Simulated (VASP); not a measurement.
The system is GaCuSe2.

```
CELL_PARAMETERS angstrom
-2.80955 2.80955 5.51300
2.80955 -2.80955 5.51300
2.80955 2.80955 -5.51300
ATOMIC_POSITIONS crystal
Se 0.12562 0.62500 0.00062
Se 0.87500 0.87438 0.49938
Se 0.62438 0.12500 0.99938
Se 0.37500 0.37562 0.50062
Ga 0.25000 0.75000 0.50000
Ga 0.50000 0.50000 0.00000
Cu 0.75000 0.25000 0.50000
Cu 0.00000 0.00000 0.00000
```

Base run:

* Program: VASP 6.6.1
* Functional: PBEsol
* Potentials or basis: VASP PAW PBE potentials, release 64 (Se, Ga_d, Cu)
* Cutoff: 520 eV
* k mesh: 7 × 7 × 7
* Occupations: fermi-dirac, width 0.05 eV
* Spin: no spin polarisation

Its results: band gap on the k mesh 0.18 eV; pressure -0.5 GPa; largest force 0.412 eV/Å.

Problem. The run is repeated on the same cell with these changes: functional from PBEsol to BLYP. What comes out?

Solution. Band gap on the k mesh 0.25 eV; pressure 7.1 GPa; largest force 0.367 eV/Å.

BLYP binds less tightly than PBEsol, so the same cell stands under more pressure.

Caveats: semilocal functionals underestimate gaps, and a narrow one can read as zero; the PAW data sets were made with another functional, which shifts forces and pressure a little; the cell stands under pressure (at least some runs).

